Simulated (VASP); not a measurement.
Ni: single point with PBE

Ni:

```
Ni
1.0
     2.48408    0.00000    0.00000
    -1.24204    2.15128    0.00000
     0.00000    0.00000    4.08582
Ni
2
Direct
  0.33333 0.66667 0.75000
  0.66667 0.33333 0.25000
```

This isn't the form of Ni at room conditions, which is fcc.

```
Program                : VASP 6.6.1
Task                   : single point
Functional             : PBE
Potentials or basis    : VASP PAW PBE potentials, release 64 (Ni)
Cutoff                 : 520 eV
k mesh                 : 27 × 27 × 14
Occupations            : gaussian, width 0.1 eV
Spin                   : collinear spin, ferromagnetic start
Starting moments       : [0.81, 0.81] μB
Dipole correction      : no
Further INCAR settings : ALGO = Normal; EDIFF = 1e-07; NBANDS = 21
```

| Item | Value |
| --- | --- |
| Pressure | 0.0 GPa |
| Net moment | 1.25 μB per cell |
| Site moments | Ni +0.64 μB |
| Valence electrons inside the program's atomic spheres | Ni 9.30 |

Levels at points of the mesh, in eV from the Fermi level:
Spin up:
```tsv
k point	band 9	band 10	band 11	band 12	band 13	band 14
(0.00, 0.00, 0.00)	-1.65	-0.72	-0.72	-0.38	5.53	22.62
(0.00, 0.00, 0.50)	-1.01	-1.01	-1.01	-1.01	14.18	14.18
```
Spin down:
```csv
k point,band 5,band 6,band 7,band 8,band 9,band 10,band 11,band 12,band 13,band 14
"(0.00, 0.00, 0.00)",-1.67,-1.39,-1.39,-0.98,-0.98,-0.44,-0.02,-0.02,5.93,22.48
"(0.00, 0.00, 0.50)",-1.71,-1.71,-1.71,-1.71,-0.30,-0.30,-0.30,-0.30,14.32,14.32
```

Run time: 8 min on 1 thread of Intel Xeon 8259CL, with other jobs on the host, peak memory 0.44 GiB.
